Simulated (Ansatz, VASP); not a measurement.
**HgPtSeF3 in VASP and in Ansatz**

```
CELL_PARAMETERS angstrom
-2.51854 2.54193 4.45910
2.51854 -2.54193 4.45910
2.51854 2.54193 -4.45910
ATOMIC_POSITIONS crystal
Hg 0.00000 0.00000 0.00000
Pt 0.50000 0.50000 0.00000
Se 0.00000 0.50000 0.50000
F 0.72207 0.72207 0.00000
F 0.27793 0.27793 0.00000
F 0.50000 0.00000 0.50000
```

Alike in both runs: functional PBE; k mesh 3 × 3 × 3; occupations gaussian, width 0.15 eV; no spin polarisation.

Ansatz relaxed the structure, and its values are those at the end. VASP's run is a single point on that final structure, the one shown.

|  | VASP | Ansatz |
| --- | --- | --- |
| version | VASP 6.6.1 | Ansatz 0.2.0 |
| potentials or method | VASP PAW PBE potentials, release 64 (Hg, Pt, Se, F), cutoff 600 eV | scalar-relativistic, plane waves, PAW |
| valence electrons in the cell | 49 | 75 |

VASP gave:

- gap on the k mesh at the Fermi level (eV): none
- pressure (GPa): 0.3
- rms of the force components (eV/Å): 0.024

Problem. Estimate Ansatz's values.

Solution. gap on the k mesh at the Fermi level (eV): none; pressure (GPa): 0.1; rms of the force components (eV/Å): 0.009.

A gap of «none» marks a metal or a gap that the smearing closes. The functional is the same, so the differences come from potentials, cutoffs and numerics. VASP's potentials hold 49 valence electrons a cell and Ansatz's 75, so a difference there can come from the potentials and not from the codes.

The k mesh is coarse, so the values compare programs but aren't converged. Neither program's run includes spin-orbit coupling.
